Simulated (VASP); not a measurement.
Input of a VASP 6.6.1 run:

The input INCAR:

```
SYSTEM = Rh
PREC = Accurate
ENCUT = 520
EDIFF = 1E-6
ISMEAR = -1
SIGMA = 0.1
LREAL = .FALSE.
LASPH = .TRUE.
NELM = 80
ALGO = Normal
ISIF = 2
LWAVE = .FALSE.
LCHARG = .FALSE.
GGA = PS
NBANDS = 22
```

File KPOINTS:

```
Automatic mesh
0
G
  13 13 7
  0 0 0
```

Contents of POSCAR:

```
Rh
1.0
    2.7309790000      0.0000000000      0.0000000000
   -1.3654900000      2.3650970000      0.0000000000
    0.0000000000      0.0000000000      4.4284890000
Rh
2
Direct
    0.6666666667      0.3333333333      0.7500000000
    0.3333333333      0.6666666667      0.2500000000
```

Potentials or basis: VASP PAW PBE potentials, release 64 (Rh_pv).

The run is started by

```bash
$ cat potpaw_PBE.64/Rh_pv/POTCAR > POTCAR
$ mpirun -np 1 vasp_std > vasp.out
```

**Question.** Predict the band gap on the k mesh.

**Answer.** Zero (band 15 reaches 11.72 eV, above the bottom of band 16 at 9.52 eV).

**Question.** Estimate the pressure.

**Answer.** -13.3 GPa.

Stress tensor (GPa, compression positive):
```
-12.79   0.00   0.00
  0.00 -12.79   0.00
  0.00   0.00 -14.41
```

Caveat: the PAW data sets were made with another functional, which shifts forces and pressure a little.
